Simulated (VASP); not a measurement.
# MoSe (Pm-3m) in VASP: relaxation of cell and atoms with PBE+U

Aim: the relaxation of cell and atoms of MoSe with PBE+U.

All numbers are computed with VASP 6.6.1; they aren't measurements. Logs are shortened: lines on timing, memory, paths and dates and some standing lists are left out, and cuts for length are marked.

### 1 The cell of the first run

Symmetry: Pm-3m, No. 221, cubic system. The conventional cell has a = 3.533 Å, b = 3.533 Å, c = 3.533 Å, α = 90.00°, β = 90.00°, γ = 90.00°. Within 4.0 Å of Mo (site symmetry m-3m) lie 8 Se at 3.06 Å and 6 Mo at 3.53 Å. Se (site symmetry m-3m) has 8 Mo at 3.06 Å and 6 Se at 3.53 Å within 4.0 Å.

### 2 Relaxation of cell and atoms, PBE+U

The input, INCAR:

```
SYSTEM = MoSe
PREC = Accurate ; ENCUT = 600
EDIFF = 1E-6 ; ISMEAR = 0
SIGMA = 0.1 ; LREAL = .FALSE.
LASPH = .TRUE. ; NELM = 150
ALGO = Normal ; ISIF = 3
LWAVE = .FALSE. ; LCHARG = .FALSE.
LMAXMIX = 4 ; LDAU = .TRUE.
LDAUTYPE = 2 ; LDAUL = 2 -1
LDAUU = 4.38 0 ; LDAUJ = 0 0
LDAUPRINT = 1 ; GGA = PE
IBRION = 2 ; NSW = 80
EDIFFG = -0.01
```

The input, KPOINTS:

```
Automatic mesh
0
G
  12 12 12
  0 0 0
```

The input, POSCAR:

```
MoSe
1.0
    3.5333486654      0.0000000000      0.0000000000
    0.0000000000      3.5333486654      0.0000000000
    0.0000000000      0.0000000000      3.5333486654
Mo Se
1 1
Direct
    0.0000000000      0.0000000000      0.0000000000
    0.5000000000      0.5000000000      0.5000000000
```

Potentials or basis: VASP PAW PBE potentials, release 64 (Mo_sv, Se).

Command:

```console
$ cat potpaw_PBE.64/Mo_sv/POTCAR potpaw_PBE.64/Se/POTCAR > POTCAR
$ mpirun -np 1 vasp_std > vasp.out
```

OUTCAR:

```text
SYSTEM = MoSe
   PREC = Accurate
   ENCUT = 600
   EDIFF = 1E-6
   ISMEAR = 0
   LREAL = .FALSE.
   LASPH = .TRUE.
   NELM = 150
   ISIF = 3
   GGA = PE
   IBRION = 2
   NSW = 80
   EDIFFG = -0.01

 ion  position               nearest neighbor table
   1  0.000  0.000  0.000-   2 3.06   2 3.06   2 3.06   2 3.06   2 3.06   2 3.06   2 3.06   2 3.06

   2  0.500  0.500  0.500-   1 3.06   1 3.06   1 3.06   1 3.06   1 3.06   1 3.06   1 3.06   1 3.06

  LATTYP: Found a simple cubic cell.
 ALAT       =     3.5333486654

  Lattice vectors:

 A1 = (   3.5333486654,   0.0000000000,   0.0000000000)
 A2 = (   0.0000000000,   3.5333486654,   0.0000000000)
 A3 = (   0.0000000000,   0.0000000000,   3.5333486654)

Analysis of symmetry for initial positions (statically):
=====================================================================
 Subroutine PRICEL returns:
 Original cell was already a primitive cell.

 Routine SETGRP: Setting up the symmetry group for a
 simple cubic supercell.

 Subroutine GETGRP returns: Found 48 space group operations
 (whereof 48 operations were pure point group operations)
 out of a pool of 48 trial point group operations.

The static configuration has the point symmetry O_h .

Analysis of symmetry for dynamics (positions and initial velocities):
=====================================================================
 Subroutine PRICEL returns:
 Original cell was already a primitive cell.

 Routine SETGRP: Setting up the symmetry group for a
 simple cubic supercell.

 Subroutine GETGRP returns: Found 48 space group operations
 (whereof 48 operations were pure point group operations)
 out of a pool of 48 trial point group operations.

The dynamic configuration has the point symmetry O_h .

 Subroutine INISYM returns: Found 48 space group operations
 (whereof 48 operations are pure point group operations),
 and found     1 'primitive' translations

----------------------------------------------------------------------------------------

                                     Primitive cell

  volume of cell :      44.1123

  direct lattice vectors                    reciprocal lattice vectors
     3.533348665  0.000000000  0.000000000     0.283017640  0.000000000  0.000000000
[... 151 lines left out ...]
      2     -28.6619      2.00000
      3     -28.6619      2.00000
      4     -28.6618      2.00000
      5      -7.2694      2.00000
      6       3.7094      2.00000
      7       3.7095      2.00000
      8       5.3126      2.00000
      9       5.3126      2.00000
     10       5.3126      2.00000
     11       7.3915      0.00000
     12       8.5333      0.00000
     13       8.5333      0.00000
     14       8.5335      0.00000
[... 492 lines left out ...]
  FREE ENERGIE OF THE ION-ELECTRON SYSTEM (eV)
  ---------------------------------------------------
  free  energy   TOTEN  =        -8.1166197779 eV

  energy  without entropy=       -8.1109465847  energy(sigma->0) =       -8.11378318

[... ionic steps 4 to 8 ...]

--------------------------------------- Ionic step        9  -------------------------------------------

 number of electron      20.0000001 magnetization

------------------------ aborting loop because EDIFF is reached ----------------------------------------
[... 61 lines left out ...]
  FREE ENERGIE OF THE ION-ELECTRON SYSTEM (eV)
  ---------------------------------------------------
  free  energy   TOTEN  =        -9.0060227721 eV

  energy  without entropy=       -8.9979351822  energy(sigma->0) =       -9.00197898

atom =   1  type =  1  l = 2

 onsite density matrix

spin component  1

  0.3553 -0.0000 -0.0000  0.0000 -0.0000
 -0.0000  0.3553  0.0000 -0.0000 -0.0000
 -0.0000  0.0000  0.4525 -0.0000  0.0000
  0.0000 -0.0000 -0.0000  0.3553 -0.0000
 -0.0000 -0.0000  0.0000 -0.0000  0.4525

spin component  2

  0.3553 -0.0000 -0.0000  0.0000 -0.0000
 -0.0000  0.3553  0.0000 -0.0000 -0.0000
 -0.0000  0.0000  0.4525 -0.0000  0.0000
  0.0000 -0.0000 -0.0000  0.3553 -0.0000
 -0.0000 -0.0000  0.0000 -0.0000  0.4525

 occupancies and eigenvectors

  o =  0.3553  v =  0.0000 -0.8530  0.0000  0.5220 -0.0000  0.0000  0.0000  0.0000  0.0000  0.0000      0.0000  0.0000  0.0000  0.0000  0.0000  0.0000  0.0000  0.0000  0.0000  0.0000
  o =  0.3553  v =  0.0000  0.0000  0.0000  0.0000  0.0000  0.0000 -0.8530  0.0000  0.5220 -0.0000      0.0000  0.0000  0.0000  0.0000  0.0000  0.0000  0.0000  0.0000  0.0000  0.0000
  o =  0.3553  v =  0.0000  0.0000  0.0000  0.0000  0.0000  1.0000  0.0000  0.0000  0.0000  0.0000      0.0000  0.0000  0.0000  0.0000  0.0000  0.0000  0.0000  0.0000  0.0000  0.0000
  o =  0.3553  v =  1.0000  0.0000  0.0000  0.0000  0.0000  0.0000  0.0000  0.0000  0.0000  0.0000      0.0000  0.0000  0.0000  0.0000  0.0000  0.0000  0.0000  0.0000  0.0000  0.0000
  o =  0.3553  v =  0.0000 -0.5220  0.0000 -0.8530 -0.0000  0.0000  0.0000  0.0000  0.0000  0.0000      0.0000  0.0000  0.0000  0.0000  0.0000  0.0000  0.0000  0.0000  0.0000  0.0000
  o =  0.3553  v =  0.0000  0.0000  0.0000  0.0000  0.0000  0.0000 -0.5220  0.0000 -0.8530 -0.0000      0.0000  0.0000  0.0000  0.0000  0.0000  0.0000  0.0000  0.0000  0.0000  0.0000
  o =  0.4525  v =  0.0000  0.0000 -0.0270  0.0000 -0.9996  0.0000  0.0000  0.0000  0.0000  0.0000      0.0000  0.0000  0.0000  0.0000  0.0000  0.0000  0.0000  0.0000  0.0000  0.0000
  o =  0.4525  v =  0.0000  0.0000  0.0000  0.0000  0.0000  0.0000  0.0000 -0.0270  0.0000 -0.9996      0.0000  0.0000  0.0000  0.0000  0.0000  0.0000  0.0000  0.0000  0.0000  0.0000
  o =  0.4525  v =  0.0000  0.0000  0.0000  0.0000  0.0000  0.0000 -0.0000 -0.9996 -0.0000  0.0270      0.0000  0.0000  0.0000  0.0000  0.0000  0.0000  0.0000  0.0000  0.0000  0.0000
  o =  0.4525  v =  0.0000 -0.0000 -0.9996 -0.0000  0.0270  0.0000  0.0000  0.0000  0.0000  0.0000      0.0000  0.0000  0.0000  0.0000  0.0000  0.0000  0.0000  0.0000  0.0000  0.0000

--------------------------------------- Ionic step       11  -------------------------------------------

 number of electron      20.0000001 magnetization

 Free energy of the ion-electron system (eV)
  ---------------------------------------------------
  ext. energy  EPLUGINS =         0.00000000
  ---------------------------------------------------
  free energy    TOTEN  =        -9.00606417 eV

  energy without entropy =       -8.99799149  energy(sigma->0) =       -9.00202783

 E-fermi :  11.1575     XC(G=0): -12.5070

 val. band max:       11.1349218332   @ k =   0.3333   0.2500   0.2500
 cond. band min:      11.1691700045   @ k =   0.3333   0.3333   0.1667
 fundamental gap:      0.0342481713
 Fermi energy:        11.1575360721

 k-point     1 :       0.0000    0.0000    0.0000
  band No.  band energies     occupation
      1     -50.5636      2.00000
      2     -24.5474      2.00000
      3     -24.5474      2.00000
      4     -24.5474      2.00000
      5      -5.4221      2.00000
      6       7.4417      2.00000
      7       7.4417      2.00000
      8       9.1188      2.00000
      9       9.1188      2.00000
     10       9.1188      2.00000
     11      11.8517      0.00000
     12      11.8517      0.00000
     13      11.8517      0.00000
     14      13.9928      0.00000
[... 420 lines left out ...]
  FREE ENERGIE OF THE ION-ELECTRON SYSTEM (eV)
  ---------------------------------------------------
  free  energy   TOTEN  =        -9.0060641697 eV

  energy  without entropy=       -8.9979914894  energy(sigma->0) =       -9.00202783

 reached required accuracy - stopping structural energy minimisation
```

Run time: 13 min. Hardware: 1 thread of Intel Xeon 8259CL, shared host; peak memory 0.23 GiB.

Results:

```
Free energy                           : -9.0061 eV
Relaxed volume                        : 15.93 Å³/atom
Relaxed cell                          : a = 3.170 Å, b = 3.170 Å, c = 3.170 Å, α = 90.00°, β = 90.00°, γ = 90.00°
Space group after relaxing (to 0.1 Å) : Pm-3m (No. 221)
Energy gained by relaxing             : 390.1 meV/atom
Ionic steps                           : 11
Pressure after relaxing               : -0.1 GPa
Band gap on the k mesh                : zero (bands 10 and 11 overlap by 2.64 eV)
```

Step by step:
| step | energy change (eV) | largest force (eV/Å) | pressure (GPa) | volume (Å³) |
| --- | --- | --- | --- | --- |
| 1 | 0.0000 | 0.0000 | -12.12 | 44.11 |
| 2 | -0.6941 | 0.0000 | -10.44 | 34.29 |
| 3 | 0.1093 | 0.0000 | 57.65 | 25.84 |
| 4 | -0.7727 | 0.0000 | -3.40 | 32.53 |
| 5 | -0.7801 | 0.0000 | 0.18 | 31.82 |
| 6 | -0.7795 | 0.0000 | -0.97 | 32.04 |
| 7 | -0.7797 | 0.0000 | -0.84 | 32.01 |
| 8 | -0.7800 | 0.0000 | -0.40 | 31.93 |
| 9 | -0.7800 | 0.0000 | -0.42 | 31.92 |
| 10 | -0.7801 | 0.0000 | -0.28 | 31.90 |
| 11 | -0.7801 | 0.0000 | -0.06 | 31.86 |

Final structure:
```cif
data_structure
_symmetry_space_group_name_H-M 'P 1'
_symmetry_Int_Tables_number 1
_cell_length_a 3.1702
_cell_length_b 3.1702
_cell_length_c 3.1702
_cell_angle_alpha 90.000
_cell_angle_beta 90.000
_cell_angle_gamma 90.000
_cell_volume 31.86
loop_
_atom_site_label
_atom_site_type_symbol
_atom_site_fract_x
_atom_site_fract_y
_atom_site_fract_z
_atom_site_occupancy
Mo1 Mo 0.00000 0.00000 0.00000 1
Se1 Se 0.50000 0.50000 0.50000 1
```

Eigenvalues of the final occupation matrices:
```csv
site,spin,trace,eigenvalues
site 1 d,1,1.97,0.36 0.36 0.36 0.45 0.45
site 1 d,2,1.97,0.36 0.36 0.36 0.45 0.45
```

Caveat: the volume moved by over 15 % at a fixed basis, so the end points are rough; U without spin polarisation on a metal has little footing.

The gap in the log of VASP goes by the Fermi energy; the results here count the filled bands.